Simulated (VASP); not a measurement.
# Si16N (a cell with a defect) in VASP: a series of runs

The runs below take Si16N (a cell with a defect) through single point, with PBEsol.

Everything below comes from runs of VASP 6.6.1. Logs are shortened: lines on timing, memory, paths and dates and some standing lists are left out, and cuts for length are marked.

### Step 1. The cell of the first run

The cell holds a defect, 17 atoms: a = 7.679 Å, b = 7.679 Å, c = 7.679 Å, α = 60.00°, β = 60.00°, γ = 60.00°.

### Step 2. Single point, PBEsol, collinear spin, zero start

INCAR reads:

```
SYSTEM = Si16N
PREC = Accurate
ENCUT = 520
EDIFF = 1E-6
ISMEAR = 0
SIGMA = 0.02
LREAL = Auto
LASPH = .True.
NELM = 150
ALGO = Normal
ISIF = 2
LWAVE = .False.
LCHARG = .True.
ISPIN = 2
MAGMOM = 0 0 0 0 0 0 0 0 0 0 0 0 0 0 0 0 0
LORBIT = 11
GGA = PS
LELF = .True.
LVHAR = .True.
NBANDS = 52
```

KPOINTS reads:

```
Automatic mesh
0
Gamma
  2 2 2
  0 0 0
```

POSCAR reads:

```
Si16N
1.0
    0.0000000000      5.4300000000      5.4300000000
    5.4300000000      0.0000000000      5.4300000000
    5.4300000000      5.4300000000      0.0000000000
Si N
16 1
Direct
    0.0009239411      0.0003581952     -0.0058532228
    0.1266568140      0.1117277164      0.1276597606
   -0.0036870166     -0.0025317680      0.4997096685
    0.1312904236      0.1162535912      0.6200141805
    0.0355060773      0.4775764273     -0.0161156538
    0.1285917127      0.6380342541      0.1496675875
   -0.0026644567      0.4902285451      0.5123219153
    0.1273817680      0.6251429098      0.6181935543
    0.5027511971     -0.0147979742      0.0037581952
    0.6312955801      0.1078775322      0.1281821363
    0.5053178637     -0.0035572744      0.4998937385
    0.6223792818      0.1234767035      0.6296229282
    0.5036802026      0.4758026703     -0.0167214549
    0.6358587477      0.6099738490      0.1160992634
    0.5032708103      0.4980129834      0.4912175875
    0.6275694291      0.6246095764      0.6162427256
    0.2635661142      0.4701228361      0.9973703499
```

Potentials or basis: VASP PAW PBE potentials, release 64 (Si, N).

Run with:

```console
$ cat potpaw_PBE.64/Si/POTCAR potpaw_PBE.64/N/POTCAR > POTCAR
$ mpirun -np 1 vasp_std > vasp.out
```

OUTCAR:

```text
SYSTEM = Si16N
   PREC = Accurate
   ENCUT = 520
   EDIFF = 1E-6
   ISMEAR = 0
   LREAL = Auto
   LASPH = .True.
   NELM = 150
   ISIF = 2
   ISPIN = 2
   LORBIT = 11
   GGA = PS

 ion  position               nearest neighbor table
   1  0.001  0.000  0.994-   6 2.29  10 2.32   2 2.33   4 2.35
   2  0.127  0.112  0.128-   5 2.30   1 2.33   3 2.33   9 2.36
   3  0.996  0.997  0.500-   2 2.33   8 2.34  12 2.35   4 2.35
   4  0.131  0.116  0.620-  11 2.35   3 2.35   1 2.35   7 2.35
   5  0.036  0.478  0.984-  17 1.78   8 2.30   2 2.30  14 2.51   6 2.65
   6  0.129  0.638  0.150-  17 1.75   7 2.29   1 2.29  13 2.41   5 2.65
   7  0.997  0.490  0.512-   6 2.29  16 2.32   8 2.33   4 2.35
   8  0.127  0.625  0.618-   5 2.30   7 2.33   3 2.34  15 2.36
   9  0.503  0.985  0.004-  12 2.35  14 2.35  10 2.36   2 2.36
  10  0.631  0.108  0.128-  13 2.31   1 2.32  11 2.33   9 2.36
  11  0.505  0.996  0.500-  16 2.33  10 2.33  12 2.34   4 2.35
  12  0.622  0.123  0.630-  11 2.34   3 2.35   9 2.35  15 2.35
  13  0.504  0.476  0.983-  17 1.81  16 2.31  10 2.31   6 2.41  14 2.50
  14  0.636  0.610  0.116-  15 2.35   9 2.35  13 2.50   5 2.51
  15  0.503  0.498  0.491-  12 2.35  14 2.35   8 2.36  16 2.36
  16  0.628  0.625  0.616-  13 2.31   7 2.32  11 2.33  15 2.36
  17  0.264  0.470  0.997-   6 1.75   5 1.78  13 1.81

  LATTYP: Found a face centered cubic cell.
 ALAT       =    10.8600000000

  Lattice vectors:

 A1 = (   0.0000000000,   5.4300000000,   5.4300000000)
 A2 = (   5.4300000000,   0.0000000000,   5.4300000000)
 A3 = (   5.4300000000,   5.4300000000,   0.0000000000)

Analysis of symmetry for initial positions (statically):
=====================================================================
 Subroutine PRICEL returns:
 Original cell was already a primitive cell.

 Routine SETGRP: Setting up the symmetry group for a
 face centered cubic supercell.

 Subroutine GETGRP returns: Found  1 space group operations
 (whereof  1 operations were pure point group operations)
 out of a pool of 48 trial point group operations.

The static configuration has the point symmetry C_1 .

Analysis of symmetry for dynamics (positions and initial velocities):
=====================================================================
 Subroutine PRICEL returns:
 Original cell was already a primitive cell.

 Routine SETGRP: Setting up the symmetry group for a
 face centered cubic supercell.

 Subroutine GETGRP returns: Found  1 space group operations
 (whereof  1 operations were pure point group operations)
 out of a pool of 48 trial point group operations.

The dynamic configuration has the point symmetry C_1 .

Analysis of structural, dynamic, and magnetic symmetry:
=====================================================================
 Subroutine PRICEL returns:
 Original cell was already a primitive cell.

 Routine SETGRP: Setting up the symmetry group for a
 face centered cubic supercell.

 Subroutine GETGRP returns: Found  1 space group operations
 (whereof  1 operations were pure point group operations)
 out of a pool of 48 trial point group operations.

The overall configuration has the point symmetry C_1 .

 Subroutine INISYM returns: Found  1 space group operations
 (whereof  1 operations are pure point group operations),
 and found     1 'primitive' translations

----------------------------------------------------------------------------------------

                                     Primitive cell

  volume of cell :     320.2060

  direct lattice vectors                    reciprocal lattice vectors
     0.000000000  5.430000000  5.430000000    -0.092081031  0.092081031  0.092081031
     5.430000000  0.000000000  5.430000000     0.092081031 -0.092081031  0.092081031
     5.430000000  5.430000000  0.000000000     0.092081031  0.092081031 -0.092081031

  length of vectors
     7.679179644  7.679179644  7.679179644     0.159489025  0.159489025  0.159489025

  position of ions in fractional coordinates (direct lattice)
     0.000923941  0.000358195  0.994146777
     0.126656814  0.111727716  0.127659761
     0.996312983  0.997468232  0.499709669
     0.131290424  0.116253591  0.620014181
     0.035506077  0.477576427  0.983884346
     0.128591713  0.638034254  0.149667587
[... 9 lines left out ...]
     0.627569429  0.624609576  0.616242726
     0.263566114  0.470122836  0.997370350

  ion indices of the primitive-cell ions
   primitive index   ion index
                 1           1
[... 61 lines left out ...]
 SYSTEM =  Si16N
   PREC   = accura    normal or accurate (medium, high low for compatibility)
   ISTART =      0    job   : 0-new  1-cont  2-samecut
   ICHARG =      2    charge: 1-file 2-atom 10-const
   ISPIN  =      2    spin polarized calculation?
   LNONCOLLINEAR =      F non collinear calculations
   LSORBIT =      F    spin-orbit coupling
   LASPH  =      T    aspherical Exc in radial PAW
   ENCUT  =  520.0 eV  38.22 Ry    6.18 a.u.  14.28 14.28 14.28*2*pi/ulx,y,z
   NELM   =    150;   NELMIN=  2; NELMDL= -5     # of ELM steps
   EDIFF  = 0.1E-05   stopping-criterion for ELM
   LREAL  =      T    real-space projection
   EDIFFG = 0.1E-04   stopping-criterion for IOM
   NSW    =      0    number of steps for IOM
   IBRION =     -1    ionic relax: 0-MD 1-quasi-New 2-CG
   NFREE  =      0    steps in history (QN), initial steepest desc. (CG)
   ISIF   =      2    stress and relaxation
   ISYM   =      2    0-nonsym 1-usesym 2-fastsym
   POTIM  = 0.5000    time-step for ionic-motion
   TEBEG  =    0.0;   TEEND  =   0.0 temperature during run
   PSTRESS=    0.0 pullay stress
   NELECT =      69.0000    total number of electrons
   NUPDOWN=      -1.0000    fix difference up-down
   EMIN   =  10.00;   EMAX   =-10.00  energy-range for DOS
   EFERMI =   0.00;   METHOD = LEGACY
   ISMEAR =     0;   SIGMA  =   0.02  broadening in eV -4-tet -1-fermi 0-gaus
   EFERMI_NEDOS =   21; number of points for ismear=-14 and -15
   IALGO  =     38    algorithm
   IMIX   =      4    mixing-type and parameters
     AMIX     =   0.40;   BMIX     =  1.00
     AMIX_MAG =   1.60;   BMIX_MAG =  1.00
  volume/ion in A,a.u.               =      18.84       127.11
  Fermi-wavevector in a.u.,A,eV,Ry     =   0.981480  1.854728 13.106528  0.963303
  Thomas-Fermi vector in A             =   2.112490
   LORBIT       =     11    0 simple, 1 ext, 2 COOP (PROOUT), +10 PAW based schemes
   GGA     = PS    functional components
   LHFCALC =     F    Hartree Fock is set to
   AEXX    =    0.0000 exact exchange contribution
   IVDW    =     0    specifies the selected vdW correction
   LEPSILON=     F    determine dielectric tensor
   LRPA    =     F    only Hartree local field effects (RPA)
 spin polarized calculation
 Gauss-broadening in eV      SIGMA  =   0.02
  energy-cutoff  :      520.00
  volume of cell :      320.21
 maximum number of plane-waves:      8646
 NGX is ok and might be reduce to    60
   NGX = 29   NGY = 29   NGZ = 29

 number of electron      69.0000000 magnetization      -0.0004619

 number of electron      69.0000000 magnetization       0.0010031

 Free energy of the ion-electron system (eV)
  ---------------------------------------------------
  ext. energy  EPLUGINS =         0.00000000
  ---------------------------------------------------
  free energy    TOTEN  =       -97.74494731 eV

  energy without entropy =      -97.74252434  energy(sigma->0) =      -97.74373582

 E-fermi :   6.1168     XC(G=0):  -9.6847

 val. band max:        6.1020504311   @ k =   0.5000   0.0000   0.5000
 cond. band min:       6.1297163071   @ k =   0.0000   0.0000   0.0000
 fundamental gap:      0.0276658760
 Fermi energy:         6.1167512985

 spin component 1

 k-point     1 :       0.0000    0.0000    0.0000
  band No.  band energies     occupation
      1     -10.5858      1.00000
      2      -5.7313      1.00000
      3      -4.3387      1.00000
      4      -3.7737      1.00000
      5      -3.7434      1.00000
      6      -3.1267      1.00000
[... 381 lines left out ...]
     45      10.0162      0.00000
     46      10.1096      0.00000
 Fermi energy:         6.1167512985

 spin component 2

 k-point     1 :       0.0000    0.0000    0.0000
  band No.  band energies     occupation
      1     -10.5856      1.00000
      2      -5.7312      1.00000
      3      -4.3386      1.00000
      4      -3.7737      1.00000
      5      -3.7434      1.00000
      6      -3.1266      1.00000
[... 381 lines left out ...]
     45      10.0162      0.00000
     46      10.1096      0.00000
 [bands above 46 left out]

------------------------ aborting loop because EDIFF is reached ----------------------------------------

  FORCE on cell =-STRESS in cart. coord.  units (eV):
  Direction    XX          YY          ZZ          XY          YZ          ZX
  --------------------------------------------------------------------------------------
  -------------------------------------------------------------------------------------
  Total        7.2440458      3.7521260      3.7230205      0.0099591     -2.8201244     -0.1318015
  in kB       36.2461835     18.7740735     18.6284414      0.0498311    -14.1107264     -0.6594795
  external PRESSURE =      24.5495661 kB  Pullay stress =       0.0000000 kB

 VOLUME and BASIS-vectors are now :
 -----------------------------------------------------------------------------
  energy-cutoff  :      520.00
  volume of cell :      320.21
      direct lattice vectors                 reciprocal lattice vectors
     0.000000000  5.430000000  5.430000000    -0.092081031  0.092081031  0.092081031
     5.430000000  0.000000000  5.430000000     0.092081031 -0.092081031  0.092081031
     5.430000000  5.430000000  0.000000000     0.092081031  0.092081031 -0.092081031

 POSITION                                       TOTAL-FORCE (eV/Angst)
 -----------------------------------------------------------------------------------
      5.40016      5.40323      0.00696        -0.006294     -0.003644      0.025939
      1.29987      1.38094      1.29443        -0.090048     -0.026535     -0.046604
      8.12968      8.12340     10.82623        -0.002678      0.007260     -0.009932
      3.99793      4.07958      1.34416        -0.012136     -0.023948     -0.016542
      7.93573      5.53529      2.78604        -0.211232      0.050835      0.047161
      4.27722      1.51095      4.16278         0.338888      0.066596      0.031869
[... 9 lines left out ...]
      6.73783      6.75390      6.79933        -0.101673     -0.020066      0.066406
      7.96849      6.84689      3.98393         0.383437      0.054893     -0.029741
 -----------------------------------------------------------------------------------
    total drift:                               -0.000474      0.000009      0.003427

  FREE ENERGIE OF THE ION-ELECTRON SYSTEM (eV)
  ---------------------------------------------------
  free  energy   TOTEN  =       -97.7449473051 eV

  energy  without entropy=      -97.7425243369  energy(sigma->0) =      -97.74373582

 total charge

# of ion       s       p       d       tot
------------------------------------------
    1        0.750   0.975   0.000   1.725
    2        0.751   0.960   0.000   1.711
    3        0.739   0.959   0.000   1.698
    4        0.740   0.954   0.000   1.695
    5        0.742   0.899   0.000   1.641
    6        0.757   0.936   0.000   1.693
[... 9 lines left out ...]
   16        0.751   0.960   0.000   1.711
   17        1.261   2.559   0.000   3.820
--------------------------------------------------
tot         13.221  17.686   0.000  30.908

 magnetization (x)

# of ion       s       p       d       tot
------------------------------------------
    1       -0.000   0.000   0.000   0.000
    2        0.000   0.000   0.000   0.000
    3        0.000   0.000   0.000   0.000
    4        0.000  -0.000   0.000   0.000
    5        0.000   0.000   0.000   0.000
    6        0.000   0.000   0.000   0.000
[... 9 lines left out ...]
   16        0.000   0.000   0.000   0.000
   17        0.000   0.000   0.000   0.000
--------------------------------------------------
tot          0.000   0.001   0.000   0.001
```

Run time: 12 min. Hardware: 1 thread of Intel Xeon 8259CL, shared host; peak memory 0.71 GiB.

What came out:

| Quantity | Value |
| --- | --- |
| Free energy | -97.7449 eV |
| Pressure | 2.5 GPa |
| Largest force | 0.388 eV/Å |
| Net moment | 0.00 μB per cell |
| Valence electrons inside the program's atomic spheres | Si 1.73, 1.71, 1.70, 1.64, 1.69, 1.72, 1.65 (each value once); N 3.82 |

Forces on the atoms (eV/Å):
```
Si  -0.006 -0.004  0.026
Si  -0.090 -0.027 -0.047
Si  -0.003  0.007 -0.010
Si  -0.012 -0.024 -0.017
Si  -0.211  0.051  0.047
Si   0.339  0.067  0.032
Si   0.022  0.028  0.019
Si  -0.079 -0.076 -0.018
Si  -0.006  0.015 -0.072
Si  -0.106  0.043 -0.004
Si   0.025 -0.010 -0.003
Si  -0.007  0.006  0.030
Si  -0.156 -0.084 -0.046
Si   0.005  0.018  0.020
Si   0.004 -0.045  0.006
Si  -0.102 -0.020  0.066
N    0.383  0.055 -0.030
```

Caveat: the k points lie up to 0.50 Å⁻¹ apart; the PAW data sets were made with another functional, which shifts forces and pressure a little.

(Continued in part 2 of 2.)
